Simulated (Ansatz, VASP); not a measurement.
**Two plane-wave programs on LiF**

```
Li F
1.0
     3.06311    0.00000    0.00000
    -1.53155    2.65273    0.00000
     0.00000    0.00000    4.55913
Li F
2 2
Direct
  0.33333 0.66667 0.38398
  0.66667 0.33333 0.88398
  0.33333 0.66667 0.99102
  0.66667 0.33333 0.49102
```

Alike in both runs: task single point; functional LDA; k mesh 9 × 9 × 6; occupations gaussian, width 0.05 eV; no spin polarisation.

|  | VASP | Ansatz |
| --- | --- | --- |
| version | VASP 6.6.1 | Ansatz 0.2.0 |
| potentials or method | VASP PAW LDA potentials, release 64 (Li_sv, F), cutoff 520 eV | scalar-relativistic, plane waves, PAW |
| valence electrons in the cell | 20 | 20 |

```tsv
	VASP	Ansatz	Ansatz less VASP
gap on the k mesh at the Fermi level (eV)	7.78	7.80	+0.015
least direct gap on the mesh (eV)	7.78	7.80	+0.015
rms of the force components (eV/Å)	0.099	0.095	-0.0031
```

LDA's correlation is that of Perdew and Zunger in VASP and of Perdew and Wang (1992) in Ansatz. Atom by atom the forces differ by 0.003 eV/Å (rms over components).

Noted on VASP's run: the cutoff is under 1.25 times that of the potentials, so the pressure is a little rough.
